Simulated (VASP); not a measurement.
# C (C2/m) in VASP: a series of runs, part 2 of 2

VASP 6.6.1. Earlier steps stand in the parts before.

## (3) Relaxation of cell and atoms, LDA

This run uses another cell than the first one, of 9.15 Å³/atom.

Input file INCAR:

```
PREC = Accurate
ENCUT = 600
EDIFF = 1E-6
ISMEAR = -1
SIGMA = 0.1
LREAL = False
LASPH = True
NELM = 100
ALGO = Normal
ISIF = 3
LWAVE = False
LCHARG = False
IBRION = 2
NSW = 100
EDIFFG = -0.002
```

Input file KPOINTS:

```
regular mesh
0
Gamma
  16 16 10
```

Input file POSCAR:

```
C
1.0
    2.1273203072     -1.2282824400      0.0000000000
    2.1273203072      1.2282824400      0.0000000000
   -1.3790696309      0.0000000000      3.5028300786
C
2
Direct
    0.8333555300      0.8333555300      0.0000930400
    0.1666444700      0.1666444700      0.9999069600
```

Potentials or basis: VASP PAW LDA potentials, release 64 (C).

Started as:

```
> cat potpaw_LDA.64/C/POTCAR > POTCAR
> mpirun -np 1 vasp_std > vasp.out
```

OUTCAR:

```text
PREC = Accurate
   ENCUT = 600
   EDIFF = 1E-6
   ISMEAR = -1
   LREAL = False
   LASPH = True
   NELM = 100
   ISIF = 3
   IBRION = 2
   NSW = 100
   EDIFFG = -0.002

 ion  position               nearest neighbor table
   1  0.833  0.833  0.000-   2 1.42   2 1.42   2 1.42
   2  0.167  0.167  1.000-   1 1.42   1 1.42   1 1.42

  LATTYP: Found a base centered monoclinic cell.
 ALAT       =     4.2546406144
 B/A-ratio  =     0.5773848141
 C/A-ratio  =     0.8848045598
 COS(beta)  =    -0.3663329314

  Lattice vectors:

 A1 = (   2.1273203072,  -1.2282824400,   0.0000000000)
 A2 = (   2.1273203072,   1.2282824400,   0.0000000000)
 A3 = (  -1.3790696309,   0.0000000000,   3.5028300786)

Analysis of symmetry for initial positions (statically):
=====================================================================
 Subroutine PRICEL returns:
 Original cell was already a primitive cell.

 Routine SETGRP: Setting up the symmetry group for a
 base centered monoclinic supercell.

 Subroutine GETGRP returns: Found  4 space group operations
 (whereof  4 operations were pure point group operations)
 out of a pool of  4 trial point group operations.

The static configuration has the point symmetry C_2h.

Analysis of symmetry for dynamics (positions and initial velocities):
=====================================================================
 Subroutine PRICEL returns:
 Original cell was already a primitive cell.

 Routine SETGRP: Setting up the symmetry group for a
 base centered monoclinic supercell.

 Subroutine GETGRP returns: Found  4 space group operations
 (whereof  4 operations were pure point group operations)
 out of a pool of  4 trial point group operations.

The dynamic configuration has the point symmetry C_2h.

 Subroutine INISYM returns: Found  4 space group operations
 (whereof  4 operations are pure point group operations),
 and found     1 'primitive' translations

----------------------------------------------------------------------------------------

                                     Primitive cell

  volume of cell :      18.3054

  direct lattice vectors                    reciprocal lattice vectors
     2.127320307 -1.228282440  0.000000000     0.235037478 -0.407072497  0.092534619
     2.127320307  1.228282440  0.000000000     0.235037478  0.407072497  0.092534619
    -1.379069631  0.000000000  3.502830079     0.000000000  0.000000000  0.285483446

  length of vectors
     2.456454649  2.456454649  3.764525416     0.479075453  0.479075453  0.285483446

  position of ions in fractional coordinates (direct lattice)
     0.833355530  0.833355530  0.000093040
     0.166644470  0.166644470  0.999906960

  ion indices of the primitive-cell ions
   primitive index   ion index
                 1           1
                 2           2

----------------------------------------------------------------------------------------

 KPOINTS: regular mesh

Automatic generation of k-mesh.
 Grid dimensions read from file:
[... 56 lines left out ...]
   PREC   = accura    normal or accurate (medium, high low for compatibility)
   ISTART =      0    job   : 0-new  1-cont  2-samecut
   ICHARG =      2    charge: 1-file 2-atom 10-const
   ISPIN  =      1    spin polarized calculation?
   LNONCOLLINEAR =      F non collinear calculations
   LSORBIT =      F    spin-orbit coupling
   LASPH  =      T    aspherical Exc in radial PAW
   ENCUT  =  600.0 eV  44.10 Ry    6.64 a.u.   4.91  4.91  7.52*2*pi/ulx,y,z
   NELM   =    100;   NELMIN=  2; NELMDL= -5     # of ELM steps
   EDIFF  = 0.1E-05   stopping-criterion for ELM
   LREAL  =      F    real-space projection
   EDIFFG = -.2E-02   stopping-criterion for IOM
   NSW    =    100    number of steps for IOM
   IBRION =      2    ionic relax: 0-MD 1-quasi-New 2-CG
   NFREE  =      1    steps in history (QN), initial steepest desc. (CG)
   ISIF   =      3    stress and relaxation
   ISYM   =      2    0-nonsym 1-usesym 2-fastsym
   POTIM  = 0.5000    time-step for ionic-motion
   TEBEG  =    0.0;   TEEND  =   0.0 temperature during run
   PSTRESS=    0.0 pullay stress
   NELECT =       8.0000    total number of electrons
   NUPDOWN=      -1.0000    fix difference up-down
   EMIN   =  10.00;   EMAX   =-10.00  energy-range for DOS
   EFERMI =   0.00;   METHOD = LEGACY
   ISMEAR =    -1;   SIGMA  =   0.10  broadening in eV -4-tet -1-fermi 0-gaus
   EFERMI_NEDOS =   21; number of points for ismear=-14 and -15
   IALGO  =     38    algorithm
   IMIX   =      4    mixing-type and parameters
     AMIX     =   0.40;   BMIX     =  1.00
     AMIX_MAG =   1.60;   BMIX_MAG =  1.00
  volume/ion in A,a.u.               =       9.15        61.77
  Fermi-wavevector in a.u.,A,eV,Ry     =   1.242352  2.347705 20.999765  1.543439
  Thomas-Fermi vector in A             =   2.376710
   LORBIT       =      0    0 simple, 1 ext, 2 COOP (PROOUT), +10 PAW based schemes
   GGA     = CA    functional components
   LHFCALC =     F    Hartree Fock is set to
   AEXX    =    0.0000 exact exchange contribution
   IVDW    =     0    specifies the selected vdW correction
   LEPSILON=     F    determine dielectric tensor
   LRPA    =     F    only Hartree local field effects (RPA)
 conjugate gradient relaxation of ions
 non-spin polarized calculation
  energy-cutoff  :      600.00
  volume of cell :       18.31
 maximum number of plane-waves:       626
   NGX =  9   NGY =  9   NGZ = 15

--------------------------------------- Ionic step        1  -------------------------------------------

 number of electron       8.0000000 magnetization

 Free energy of the ion-electron system (eV)
  ---------------------------------------------------
  ext. energy  EPLUGINS =         0.00000000
  ---------------------------------------------------
  free energy    TOTEN  =       -20.22585147 eV

  energy without entropy =      -20.22541862  energy(sigma->0) =      -20.22563504

------------------------ aborting loop because EDIFF is reached ----------------------------------------

  FORCE on cell =-STRESS in cart. coord.  units (eV):
  Direction    XX          YY          ZZ          XY          YZ          ZX
  --------------------------------------------------------------------------------------
  -------------------------------------------------------------------------------------
  Total       -0.5713837     -0.5794162     -0.1512757      0.0000000      0.0000000     -0.0035331
  in kB      -50.0101607    -50.7132043    -13.2403485      0.0000000      0.0000000     -0.3092316
  external PRESSURE =     -37.9879045 kB  Pullay stress =       0.0000000 kB
[... 89 lines left out ...]
  FREE ENERGIE OF THE ION-ELECTRON SYSTEM (eV)
  ---------------------------------------------------
  free  energy   TOTEN  =       -20.2284202709 eV

  energy  without entropy=      -20.2280078409  energy(sigma->0) =      -20.22821406

[... ionic steps 4 to 25 ...]

--------------------------------------- Ionic step       26  -------------------------------------------

 number of electron       8.0000000 magnetization

------------------------ aborting loop because EDIFF is reached ----------------------------------------
[... 67 lines left out ...]
--------------------------------------- Ionic step       28  -------------------------------------------

 number of electron       8.0000000 magnetization

 Free energy of the ion-electron system (eV)
  ---------------------------------------------------
  ext. energy  EPLUGINS =         0.00000000
  ---------------------------------------------------
  free energy    TOTEN  =       -20.23389752 eV

  energy without entropy =      -20.23314911  energy(sigma->0) =      -20.23352332

 E-fermi :   4.9425     XC(G=0): -10.9316

 val. band max:        4.7784374930   @ k =  -0.3125   0.3125   0.0000
 cond. band min:       5.1261647621   @ k =  -0.3125   0.3750   0.3000
 fundamental gap:      0.3477272690
 Fermi energy:         4.9424795318

 k-point     1 :       0.0000    0.0000    0.0000
  band No.  band energies     occupation
      1     -14.7635      2.00000
      2      -1.6975      2.00000
      3       1.9038      2.00000
      4       1.9051      2.00000
      5       8.8592      0.00000
      6      13.3686      0.00000
      7      13.3711      0.00000
      8      16.4045      0.00000
[... 243 lines left out ...]
 k-point    24 :      -0.0625    0.0625    0.0000
  band No.  band energies     occupation
      1     -14.4813      2.00000
      2      -1.3752      2.00000
      3       0.9013      2.00000
      4       1.3034      2.00000
      5       9.1983      0.00000
      6      13.5839      0.00000
      7      14.4284      0.00000
      8      15.4361      0.00000

 [... further k-points ...]
[... 5 lines left out ...]
  --------------------------------------------------------------------------------------
  -------------------------------------------------------------------------------------
  Total        0.0019706     -0.0019618     -0.0039795      0.0000000      0.0000000     -0.0029576
  in kB        0.1853343     -0.1845131     -0.3742788      0.0000000      0.0000000     -0.2781687
  external PRESSURE =      -0.1244859 kB  Pullay stress =       0.0000000 kB
[... 17 lines left out ...]
  FREE ENERGIE OF THE ION-ELECTRON SYSTEM (eV)
  ---------------------------------------------------
  free  energy   TOTEN  =       -20.2338975248 eV

  energy  without entropy=      -20.2331491100  energy(sigma->0) =      -20.23352332

 reached required accuracy - stopping structural energy minimisation
```

OSZICAR:

```text
N       E                     dE             d eps       ncg     rms          rms(c)
DAV:   1     0.841875838546E+00    0.84188E+00   -0.46733E+03 11224   0.100E+03
[... 160 lines left out ...]
DAV:   2    -0.202339141775E+02    0.43872E-04   -0.84703E-05 14264   0.813E-02    0.183E-02
DAV:   3    -0.202338966886E+02    0.17489E-04   -0.68782E-05 13168   0.566E-02    0.455E-03
DAV:   4    -0.202338965394E+02    0.14919E-06   -0.68574E-07 12776   0.831E-03
  27 F= -.20233897E+02 E0= -.20233522E+02  d E =-.134431E-04
       N       E                     dE             d eps       ncg     rms          rms(c)
DAV:   1    -0.202338977769E+02   -0.10882E-05   -0.63146E-05 11744   0.733E-02    0.373E-03
DAV:   2    -0.202338975248E+02    0.25202E-06   -0.94885E-07 12984   0.978E-03
  28 F= -.20233898E+02 E0= -.20233523E+02  d E =-.985384E-06
```

CONTCAR:

```text
C
   1.00000000000000
     2.1182079982445638   -1.2229541919113620   -0.0072062263839677
     2.1182079982445638    1.2229541919113620   -0.0072062263839677
    -1.3846608056763312    0.0000000000000000    3.2927637345649119
  C
     2
Direct
     0.8333950339805817    0.8333950339805817    0.0001878748008222
     0.1666049660194182    0.1666049660194182    0.9998121251991771

  0.00000000E+00  0.00000000E+00  0.00000000E+00
  0.00000000E+00  0.00000000E+00  0.00000000E+00
```

It took 13 min on 1 thread of Intel Xeon Platinum 8259CL at 2.50GHz (Skylake/Cascade Lake), shared host; peak memory 0.2 GiB.

Results:

* Free energy: -20.2339 eV
* Relaxed volume: 8.52 Å³/atom
* Relaxed cell: a = 2.446 Å, b = 2.446 Å, c = 3.572 Å, α = 109.78°, β = 109.78°, γ = 60.00°
* Space group after relaxing (to 0.1 Å): R-3m (No. 166)
* Energy gained by relaxing: 4.0 meV/atom
* Ionic steps: 28
* Pressure after relaxing: 0.0 GPa

Step by step:
```tsv
step	energy change (eV)	largest force (eV/Å)	pressure (GPa)	volume (Å³)
1	0.0000	0.0030	-3.80	18.31
2	0.0107	0.0086	7.97	17.74
3	-0.0026	0.0012	-0.37	18.13
4	-0.0026	0.0013	-0.31	18.13
5	-0.0031	0.0035	-0.21	18.07
6	-0.0045	0.0172	-0.24	17.88
7	-0.0067	0.0447	-0.10	17.52
8	-0.0074	0.1003	0.39	16.79
9	-0.0079	0.0761	0.19	17.10
10	-0.0069	0.3285	-0.44	17.03
11	-0.0080	0.0369	0.00	17.08
12	-0.0080	0.0303	-0.17	17.07
13	-0.0080	0.0022	-0.09	17.08
14	-0.0080	0.0029	-0.08	17.08
15	-0.0080	0.0115	0.07	17.07
16	-0.0080	0.0060	0.02	17.07
17	-0.0080	0.0043	-0.01	17.07
18	-0.0080	0.0045	-0.01	17.07
19	-0.0080	0.0048	-0.01	17.07
20	-0.0080	0.0083	0.02	17.07
21	-0.0080	0.0055	0.02	17.07
22	-0.0080	0.0045	-0.04	17.07
23	-0.0080	0.0019	-0.05	17.07
24	-0.0080	0.0018	-0.08	17.06
25	-0.0080	0.0013	-0.05	17.06
26	-0.0080	0.0007	-0.04	17.05
27	-0.0080	0.0018	-0.02	17.04
28	-0.0080	0.0008	-0.01	17.04
```

Final structure:
```
CELL_PARAMETERS angstrom
2.11821 -1.22295 -0.00721
2.11821 1.22295 -0.00721
-1.38466 0.00000 3.29276
ATOMIC_POSITIONS crystal
C 0.83339 0.83339 0.00019
C 0.16660 0.16660 0.99981
```
